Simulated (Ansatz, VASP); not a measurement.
## Ga2S: VASP beside Ansatz

INCAR

```
SYSTEM = Ga2S
PREC = Accurate ; ENCUT = 600
EDIFF = 1E-6 ; ISMEAR = 0
SIGMA = 0.1 ; LREAL = .False.
LASPH = .True. ; NELM = 60
ALGO = Normal ; ISIF = 3
LWAVE = .False. ; LCHARG = .False.
GGA = PE ; IBRION = 2
NSW = 100 ; EDIFFG = -0.01
```

Contents of KPOINTS:

```
regular mesh
0
Gamma
  12 12 12
  0 0 0
```

POSCAR

```
Ga2S
1.0
    0.0000000000      3.3351800038      3.3351800038
    3.3351800038      0.0000000000      3.3351800038
    3.3351800038      3.3351800038      0.0000000000
Ga S
2 1
Direct
    0.2500000000      0.2500000000      0.2500000000
    0.7500000000      0.7500000000      0.7500000000
    0.0000000000      0.0000000000      0.0000000000
```

Input for Ansatz:

```yaml
crystal:
  lattice:
    - [0.0, 3.3351800038, 3.3351800038]
    - [3.3351800038, 0.0, 3.3351800038]
    - [3.3351800038, 3.3351800038, 0.0]
  atoms:
    - { symbol: Ga, position: [0.25, 0.25, 0.25] }
    - { symbol: Ga, position: [0.75, 0.75, 0.75] }
    - { symbol: S, position: [0.0, 0.0, 0.0] }
basis:
  ecutwfc: 420
kpoints:
  mp_grid: { grid: [12, 12, 12] }
hamiltonian:
  xc: pbe
scf:
  occupations: { method: gaussian, width: 0.1 }
output:
  forces: true
  stress: true
  eigenvalues: true
  write_density: true
  write_potential: true
  elf: true
  volumetric_format: npy
relax:
  adjacent_minimum: "off"
  f_tol: 0.01
  max_steps: 80
  cell: { stress_tol: 0.05 }
```

Alike in both runs: task relaxation of cell and atoms; functional PBE; k mesh 12 × 12 × 12; occupations gaussian, width 0.1 eV; no spin polarisation.

|  | VASP | Ansatz |
| --- | --- | --- |
| version | VASP 6.6.1 | Ansatz 0.2.0 |
| potentials or method | VASP PAW PBE potentials, release 64 (Ga_d, S), cutoff 600 eV | scalar-relativistic, plane waves, PAW |
| valence electrons in the cell | 32 | 32 |

|  | VASP | Ansatz | Ansatz less VASP |
| --- | --- | --- | --- |
| gap on the k mesh at the Fermi level, each at its own relaxed structure (eV) | none | none | - |
| relaxed volume (Å³/atom) | 25.13 | 25.13 | -0.005 |
| relaxed length of the cell vector where the two differ most in proportion (Å) | 4.742 | 4.742 | -0.0003 |

A gap of «none» marks a metal or a gap that the smearing closes.
